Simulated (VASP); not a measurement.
# YSb (zincblende type) (F-43m) in VASP: notebook

YSb (zincblende type) is run at these levels: LDA; tasks: single point.

Program: VASP 6.6.1. These are calculated values, not measurements. Logs are shortened: lines on timing, memory, paths and dates and some standing lists are left out, and cuts for length are marked.

### Step 1. The cell of the first run

The structure is cubic, space group F-43m (No. 216). Conventional cell: a = 5.565 Å, b = 5.565 Å, c = 5.565 Å, α = 90.00°, β = 90.00°, γ = 90.00°. Within 3.2 Å of Y (site symmetry -43m) lie 4 Sb at 2.41 Å. Within 3.2 Å of Sb (site symmetry -43m) lie 4 Y at 2.41 Å.

### Step 2. Single point, LDA (volume scaled by 0.55)

The input, INCAR:

```
SYSTEM = YSb
PREC     = Accurate       ! precision mode
ENCUT    = 520            ! plane-wave cutoff, eV
EDIFF    = 1E-6           ! SCF threshold, eV
ISMEAR   = -1             ! smearing method
SIGMA    = 0.1            ! smearing width, eV
LREAL    = .FALSE.        ! projectors in reciprocal space
LASPH    = .TRUE.         ! aspherical terms in the spheres
NELM     = 100            ! most SCF steps
ALGO     = Normal         ! electronic algorithm
ISIF     = 2              ! what is computed and relaxed
LWAVE    = .FALSE.        ! write WAVECAR
LCHARG   = .FALSE.        ! write CHGCAR
GGA      = CA             ! functional
NBANDS   = 15             ! bands
```

The input, KPOINTS:

```
Automatic mesh
0
G
  12 12 12
  0 0 0
```

The input, POSCAR:

```
YSb
1.0
    0.0000000000      2.7822640771      2.7822640771
    2.7822640771      0.0000000000      2.7822640771
    2.7822640771      2.7822640771      0.0000000000
Y Sb
1 1
Direct
    0.0000000000      0.0000000000      0.0000000000
    0.2500000000      0.2500000000      0.2500000000
```

Potentials or basis: VASP PAW LDA potentials, release 64 (Y_sv, Sb).

The run is started by

```
cat potpaw_LDA.64/Y_sv/POTCAR potpaw_LDA.64/Sb/POTCAR > POTCAR
mpirun -np 1 vasp_std > vasp.out
```

OUTCAR:

```text
SYSTEM = YSb
   PREC = Accurate
   ENCUT = 520
   EDIFF = 1E-6
   ISMEAR = -1
   LREAL = .FALSE.
   LASPH = .TRUE.
   NELM = 100
   ISIF = 2
   GGA = CA

 ion  position               nearest neighbor table
   1  0.000  0.000  0.000-   2 2.41   2 2.41   2 2.41   2 2.41
   2  0.250  0.250  0.250-   1 2.41   1 2.41   1 2.41   1 2.41

  LATTYP: Found a face centered cubic cell.
 ALAT       =     5.5645281542

  Lattice vectors:

 A1 = (   0.0000000000,   2.7822640771,   2.7822640771)
 A2 = (   2.7822640771,   0.0000000000,   2.7822640771)
 A3 = (   2.7822640771,   2.7822640771,   0.0000000000)

Analysis of symmetry for initial positions (statically):
=====================================================================
 Subroutine PRICEL returns:
 Original cell was already a primitive cell.

 Routine SETGRP: Setting up the symmetry group for a
 face centered cubic supercell.

 Subroutine GETGRP returns: Found 24 space group operations
 (whereof 24 operations were pure point group operations)
 out of a pool of 48 trial point group operations.

The static configuration has the point symmetry T_d .

Analysis of symmetry for dynamics (positions and initial velocities):
=====================================================================
 Subroutine PRICEL returns:
 Original cell was already a primitive cell.

 Routine SETGRP: Setting up the symmetry group for a
 face centered cubic supercell.

 Subroutine GETGRP returns: Found 24 space group operations
 (whereof 24 operations were pure point group operations)
 out of a pool of 48 trial point group operations.

The dynamic configuration has the point symmetry T_d .

 Subroutine INISYM returns: Found 24 space group operations
 (whereof 24 operations are pure point group operations),
 and found     1 'primitive' translations

----------------------------------------------------------------------------------------

                                     Primitive cell

  volume of cell :      43.0750

  direct lattice vectors                    reciprocal lattice vectors
     0.000000000  2.782264077  2.782264077    -0.179709757  0.179709757  0.179709757
     2.782264077  0.000000000  2.782264077     0.179709757 -0.179709757  0.179709757
     2.782264077  2.782264077  0.000000000     0.179709757  0.179709757 -0.179709757

  length of vectors
     3.934715592  3.934715592  3.934715592     0.311266429  0.311266429  0.311266429

  position of ions in fractional coordinates (direct lattice)
     0.000000000  0.000000000  0.000000000
     0.250000000  0.250000000  0.250000000

  ion indices of the primitive-cell ions
   primitive index   ion index
                 1           1
                 2           2

----------------------------------------------------------------------------------------

 KPOINTS: Automatic mesh

Automatic generation of k-mesh.
 Grid dimensions read from file:
 generate k-points for:   12   12   12

 Generating k-lattice:

  Cartesian coordinates                     Fractional coordinates (reciprocal lattice)
    -0.014975813  0.014975813  0.014975813     0.083333333  0.000000000  0.000000000
     0.014975813 -0.014975813  0.014975813     0.000000000  0.083333333  0.000000000
     0.014975813  0.014975813 -0.014975813     0.000000000  0.000000000  0.083333333

  Length of vectors
     0.025938869  0.025938869  0.025938869

  Shift w.r.t. Gamma in fractional coordinates (k-lattice)
     0.000000000  0.000000000  0.000000000

 Subroutine IBZKPT returns following result:
 ===========================================

 Found     72 irreducible k-points:

 Following reciprocal coordinates:
            Coordinates               Weight
  0.000000  0.000000  0.000000      1.000000
  0.083333  0.000000  0.000000      8.000000
  0.166667  0.000000  0.000000      8.000000
  0.250000  0.000000  0.000000      8.000000
  0.333333  0.000000  0.000000      8.000000
  0.416667  0.000000  0.000000      8.000000
[... 16 lines left out ...]
  0.500000  0.166667  0.000000     24.000000
 -0.416667  0.166667  0.000000     24.000000
 [... further k-points ...]
   k-points           NKPTS =     72   k-points in BZ     NKDIM =     72   number of bands    NBANDS=     15
   number of dos      NEDOS =    301   number of ions     NIONS =      2
   total plane-waves  NPLWV =  27000
   dimension x,y,z NGX =    30 NGY =   30 NGZ =   30
   dimension x,y,z NGXF=    60 NGYF=   60 NGZF=   60
   ions per type =               1   1
   NGX,Y,Z   is equivalent  to a cutoff of  12.68, 12.68, 12.68 a.u.
   NGXF,Y,Z  is equivalent  to a cutoff of  25.35, 25.35, 25.35 a.u.
 SYSTEM =  YSb
   PREC   = accura    normal or accurate (medium, high low for compatibility)
   ISTART =      0    job   : 0-new  1-cont  2-samecut
   ICHARG =      2    charge: 1-file 2-atom 10-const
   ISPIN  =      1    spin polarized calculation?
   LNONCOLLINEAR =      F non collinear calculations
   LSORBIT =      F    spin-orbit coupling
   LASPH  =      T    aspherical Exc in radial PAW
   ENCUT  =  520.0 eV  38.22 Ry    6.18 a.u.   7.32  7.32  7.32*2*pi/ulx,y,z
   NELM   =    100;   NELMIN=  2; NELMDL= -5     # of ELM steps
   EDIFF  = 0.1E-05   stopping-criterion for ELM
   LREAL  =      F    real-space projection
   EDIFFG = 0.1E-04   stopping-criterion for IOM
   NSW    =      0    number of steps for IOM
   IBRION =     -1    ionic relax: 0-MD 1-quasi-New 2-CG
   NFREE  =      0    steps in history (QN), initial steepest desc. (CG)
   ISIF   =      2    stress and relaxation
   ISYM   =      2    0-nonsym 1-usesym 2-fastsym
   POTIM  = 0.5000    time-step for ionic-motion
   TEBEG  =    0.0;   TEEND  =   0.0 temperature during run
   PSTRESS=    0.0 pullay stress
   NELECT =      16.0000    total number of electrons
   NUPDOWN=      -1.0000    fix difference up-down
   EMIN   =  10.00;   EMAX   =-10.00  energy-range for DOS
   EFERMI =   0.00;   METHOD = LEGACY
   ISMEAR =    -1;   SIGMA  =   0.10  broadening in eV -4-tet -1-fermi 0-gaus
   EFERMI_NEDOS =   21; number of points for ismear=-14 and -15
   IALGO  =     38    algorithm
   IMIX   =      4    mixing-type and parameters
     AMIX     =   0.40;   BMIX     =  1.00
     AMIX_MAG =   1.60;   BMIX_MAG =  1.00
  volume/ion in A,a.u.               =      21.54       145.34
  Fermi-wavevector in a.u.,A,eV,Ry     =   1.176810  2.223849 18.842472  1.384883
  Thomas-Fermi vector in A             =   2.313168
   LORBIT       =      0    0 simple, 1 ext, 2 COOP (PROOUT), +10 PAW based schemes
   GGA     = CA    functional components
   LHFCALC =     F    Hartree Fock is set to
   AEXX    =    0.0000 exact exchange contribution
   IVDW    =     0    specifies the selected vdW correction
   LEPSILON=     F    determine dielectric tensor
   LRPA    =     F    only Hartree local field effects (RPA)
 non-spin polarized calculation
  energy-cutoff  :      520.00
  volume of cell :       43.07
 maximum number of plane-waves:      1211
 NGX is ok and might be reduce to    30
   NGX = 15   NGY = 15   NGZ = 15

 number of electron      16.0000000 magnetization

 Free energy of the ion-electron system (eV)
  ---------------------------------------------------
  ext. energy  EPLUGINS =         0.00000000
  ---------------------------------------------------
  free energy    TOTEN  =        -7.56590759 eV

  energy without entropy =       -7.54842427  energy(sigma->0) =       -7.55716593

 E-fermi :   7.4311     XC(G=0): -11.0591

 val. band max:        7.3645573980   @ k =   0.5000   0.4167   0.0000
 cond. band min:       7.4932478220   @ k =   0.3333   0.3333   0.0000
 fundamental gap:      0.1286904240
 Fermi energy:         7.4310911508

 k-point     1 :       0.0000    0.0000    0.0000
  band No.  band energies     occupation
      1     -33.9739      2.00000
      2     -14.2801      2.00000
      3     -14.2801      2.00000
      4     -14.2801      2.00000
      5      -3.2399      2.00000
      6       5.0904      2.00000
      7       5.0904      2.00000
      8       5.0904      2.00000
      9       9.9182      0.00000
     10       9.9182      0.00000
     11      11.7670      0.00000
     12      14.9706      0.00000
     13      14.9706      0.00000
     14      14.9706      0.00000
     15      18.7615      0.00000

 k-point     2 :       0.0833    0.0000    0.0000
  band No.  band energies     occupation
      1     -33.9696      2.00000
      2     -14.3287      2.00000
      3     -14.2865      2.00000
      4     -14.2865      2.00000
      5      -3.1179      2.00000
      6       4.9313      2.00000
      7       5.1488      2.00000
      8       5.1488      2.00000
      9       9.8139      0.00000
     10       9.8139      0.00000
     11      12.1085      0.00000
     12      14.6858      0.00000
     13      15.2795      0.00000
     14      15.2795      0.00000
     15      18.8308      0.00000

 k-point     3 :       0.1667    0.0000    0.0000
  band No.  band energies     occupation
      1     -33.9579      2.00000
      2     -14.4584      2.00000
      3     -14.3038      2.00000
      4     -14.3038      2.00000
      5      -2.7826      2.00000
      6       4.5806      2.00000
      7       5.2986      2.00000
      8       5.2986      2.00000
      9       9.6273      0.00000
     10       9.6273      0.00000
     11      12.7366      0.00000
     12      14.4268      0.00000
     13      16.0489      0.00000
     14      16.0489      0.00000
     15      17.0478      0.00000

 k-point     4 :       0.2500    0.0000    0.0000
  band No.  band energies     occupation
      1     -33.9419      2.00000
      2     -14.6290      2.00000
      3     -14.3274      2.00000
      4     -14.3274      2.00000
      5      -2.3216      2.00000
      6       4.2557      2.00000
      7       5.4697      2.00000
      8       5.4697      2.00000
      9       9.5845      0.00000
     10       9.5845      0.00000
     11      12.5854      0.00000
     12      14.7799      0.00000
     13      15.8290      0.00000
     14      16.4045      0.00000
     15      16.4045      0.00000
[... 307 lines left out ...]
 k-point    22 :       0.4167    0.1667    0.0000
  band No.  band energies     occupation
      1     -33.9126      2.00000
      2     -14.8356      2.00000
      3     -14.4271      2.00000
      4     -14.4062      2.00000
      5      -1.4416      2.00000
      6       3.8960      2.00000
      7       5.5508      2.00000
      8       5.9863      2.00000
      9       9.0151      0.00000
     10      10.6066      0.00000
     11      11.4762      0.00000
     12      13.6356      0.00000
     13      14.2376      0.00000
     14      15.5150      0.00000
     15      18.2183      0.00000

 k-point    23 :       0.5000    0.1667    0.0000
  band No.  band energies     occupation
      1     -33.9043      2.00000
      2     -14.9077      2.00000
      3     -14.4578      2.00000
      4     -14.4085      2.00000
      5      -1.2014      2.00000
      6       4.0864      2.00000
      7       5.3842      2.00000
      8       6.0019      2.00000
      9       9.4453      0.00000
     10      10.6265      0.00000
     11      10.8760      0.00000
     12      13.3157      0.00000
     13      13.8964      0.00000
     14      14.5493      0.00000
     15      19.4509      0.00000

 k-point    24 :      -0.4167    0.1667    0.0000
  band No.  band energies     occupation
      1     -33.9033      2.00000
      2     -14.9155      2.00000
      3     -14.4753      2.00000
      4     -14.3970      2.00000
      5      -1.1712      2.00000
      6       4.2556      2.00000
      7       5.2142      2.00000
      8       5.9682      2.00000
      9       9.7477      0.00000
     10      10.0949      0.00000
     11      11.1099      0.00000
     12      13.4636      0.00000
     13      13.9759      0.00000
     14      14.1467      0.00000
     15      19.1003      0.00000

 [... further k-points ...]
[... 5 lines left out ...]
  --------------------------------------------------------------------------------------
  -------------------------------------------------------------------------------------
  Total       20.4487047     20.4487047     20.4487047      0.0000000     -0.0000000      0.0000000
  in kB      760.5912848    760.5912848    760.5912848      0.0000000     -0.0000000      0.0000000
  external PRESSURE =     760.5912848 kB  Pullay stress =       0.0000000 kB

 VOLUME and BASIS-vectors are now :
 -----------------------------------------------------------------------------
  energy-cutoff  :      520.00
  volume of cell :       43.07
      direct lattice vectors                 reciprocal lattice vectors
     0.000000000  2.782264077  2.782264077    -0.179709757  0.179709757  0.179709757
     2.782264077  0.000000000  2.782264077     0.179709757 -0.179709757  0.179709757
     2.782264077  2.782264077  0.000000000     0.179709757  0.179709757 -0.179709757

 POSITION                                       TOTAL-FORCE (eV/Angst)
 -----------------------------------------------------------------------------------
      0.00000      0.00000      0.00000        -0.000000     -0.000000     -0.000000
      1.39113      1.39113      1.39113         0.000000      0.000000      0.000000
 -----------------------------------------------------------------------------------
    total drift:                                0.000000      0.000000      0.000000

  FREE ENERGIE OF THE ION-ELECTRON SYSTEM (eV)
  ---------------------------------------------------
  free  energy   TOTEN  =        -7.5659075920 eV

  energy  without entropy=       -7.5484242658  energy(sigma->0) =       -7.55716593
```

Run time: 60 s. Hardware: 1 thread of Intel Xeon 6975P-C, shared host; peak memory 0.2 GiB.

Results:

| Quantity | Value |
| --- | --- |
| Free energy | -7.5659 eV |
| Pressure | 76.1 GPa |
| Band gap on the k mesh | zero (band 8 reaches 7.56 eV, above the bottom of band 9 at 7.31 eV) |

Caveat: spin-orbit coupling is left out, which moves the levels of the heavy elements.

### Step 3. Single point, LDA (volume scaled by 0.55)

The input, INCAR:

```
ALGO = Normal
EDIFF = 1E-7
ENCUT = 520
ISIF = 2
ISMEAR = -1
LASPH = T
LCHARG = F
LREAL = F
LWAVE = F
NBANDS = 15
NELM = 100
PREC = Accurate
SIGMA = 0.1
```

The input, KPOINTS:

```
k-points
0
Gamma
  12 12 12
```

POSCAR is that of step 2.

Potentials or basis: VASP PAW LDA potentials, release 64 (Y_sv, Sb).

The run is started by

```
cat potpaw_LDA.64/Y_sv/POTCAR potpaw_LDA.64/Sb/POTCAR > POTCAR
mpirun -np 1 vasp_std > vasp.out
```

It took 80 s on 1 thread of Intel Xeon 6975P-C, shared host; peak memory 0.2 GiB.

It converged, with:

- Free energy: -7.5659 eV
- Pressure: 76.1 GPa
- Band gap on the k mesh: zero (band 8 reaches 7.56 eV, above the bottom of band 9 at 7.31 eV)

Levels at points of the mesh, in eV from the Fermi level:
```
           k point  band 5  band 6  band 7  band 8  band 9  band 10  band 11  band 12
(0.00, 0.00, 0.00)  -10.67   -2.34   -2.34   -2.34    2.49     2.49     4.34     7.54
(0.50, 0.00, 0.00)   -8.84   -3.30   -1.79   -1.79    3.18     3.18     3.52     5.18
(0.50, 0.50, 0.00)   -8.09   -4.57   -0.12    0.13    0.13     3.46     4.03     4.04
```

Caveat: spin-orbit coupling is left out, which moves the levels of the heavy elements.

### Step 4. Single point, LDA (volume scaled by 0.65)

The input, INCAR:

```
SYSTEM = YSb
ALGO = Normal
EDIFF = 1E-6
ENCUT = 520
GGA = CA
ISIF = 2
ISMEAR = -1
LASPH = .TRUE.
LCHARG = .TRUE.
LELF = .TRUE.
LREAL = .FALSE.
LVHAR = .TRUE.
LWAVE = .FALSE.
NBANDS = 15
NELM = 80
PREC = Accurate
SIGMA = 0.1
```

The input, KPOINTS:

```
k-points
0
G
  12 12 12
  0 0 0
```

The input, POSCAR:

```
YSb
1.0
    0.0000000000      2.9415883994      2.9415883994
    2.9415883994      0.0000000000      2.9415883994
    2.9415883994      2.9415883994      0.0000000000
Y Sb
1 1
Direct
    0.0000000000      0.0000000000      0.0000000000
    0.2500000000      0.2500000000      0.2500000000
```

Potentials or basis: VASP PAW LDA potentials, release 64 (Y_sv, Sb).

The run is started by

```
cat potpaw_LDA.64/Y_sv/POTCAR potpaw_LDA.64/Sb/POTCAR > POTCAR
mpirun -np 1 vasp_std > vasp.out
```

OUTCAR:

```text
SYSTEM = YSb
   EDIFF = 1E-6
   ENCUT = 520
   GGA = CA
   ISIF = 2
   ISMEAR = -1
   LASPH = .TRUE.
   LREAL = .FALSE.
   NELM = 80
   PREC = Accurate

 ion  position               nearest neighbor table
   1  0.000  0.000  0.000-   2 2.55   2 2.55   2 2.55   2 2.55
   2  0.250  0.250  0.250-   1 2.55   1 2.55   1 2.55   1 2.55

  LATTYP: Found a face centered cubic cell.
 ALAT       =     5.8831767988

  Lattice vectors:

 A1 = (   0.0000000000,   2.9415883994,   2.9415883994)
 A2 = (   2.9415883994,   0.0000000000,   2.9415883994)
 A3 = (   2.9415883994,   2.9415883994,   0.0000000000)

[... 607 lines left out ...]
     12      11.1449      0.00000
     13      11.5232      0.00000
     14      11.9981      0.00000
     15      16.2836      0.00000

 [... further k-points ...]
[... 5 lines left out ...]
  --------------------------------------------------------------------------------------
  -------------------------------------------------------------------------------------
  Total       13.0687741     13.0687741     13.0687741      0.0000000      0.0000000      0.0000000
  in kB      411.3104329    411.3104329    411.3104329      0.0000000      0.0000000      0.0000000
  external PRESSURE =     411.3104329 kB  Pullay stress =       0.0000000 kB

 VOLUME and BASIS-vectors are now :
 -----------------------------------------------------------------------------
  energy-cutoff  :      520.00
  volume of cell :       50.91
      direct lattice vectors                 reciprocal lattice vectors
     0.000000000  2.941588399  2.941588399    -0.169976194  0.169976194  0.169976194
     2.941588399  0.000000000  2.941588399     0.169976194 -0.169976194  0.169976194
     2.941588399  2.941588399  0.000000000     0.169976194  0.169976194 -0.169976194

 POSITION                                       TOTAL-FORCE (eV/Angst)
 -----------------------------------------------------------------------------------
      0.00000      0.00000      0.00000         0.000000      0.000000      0.000000
      1.47079      1.47079      1.47079        -0.000000     -0.000000     -0.000000
 -----------------------------------------------------------------------------------
    total drift:                               -0.000000     -0.000000     -0.000000

  FREE ENERGIE OF THE ION-ELECTRON SYSTEM (eV)
  ---------------------------------------------------
  free  energy   TOTEN  =       -10.3467878164 eV

  energy  without entropy=      -10.3395938805  energy(sigma->0) =      -10.34319085
```

It took 62 s on 1 thread of Intel Xeon 6975P-C, shared host; peak memory 0.21 GiB.

What came out:

* Free energy: -10.3468 eV
* Pressure: 41.1 GPa
* Band gap on the k mesh: 0.34 eV, direct

Levels at points of the mesh, in eV from the valence-band top:
```csv
k point,band 6,band 7,band 8,band 9,band 10,band 11
"(0.00, 0.00, 0.00)",-1.73,-1.73,-1.73,2.66,2.66,3.94
"(0.50, 0.00, 0.00)",-2.90,-1.27,-1.27,3.22,3.22,3.28
"(0.50, 0.50, 0.00)",-3.67,0.00,0.00,0.34,3.48,3.59
```

Caveat: spin-orbit coupling is left out, which moves the levels of the heavy elements.
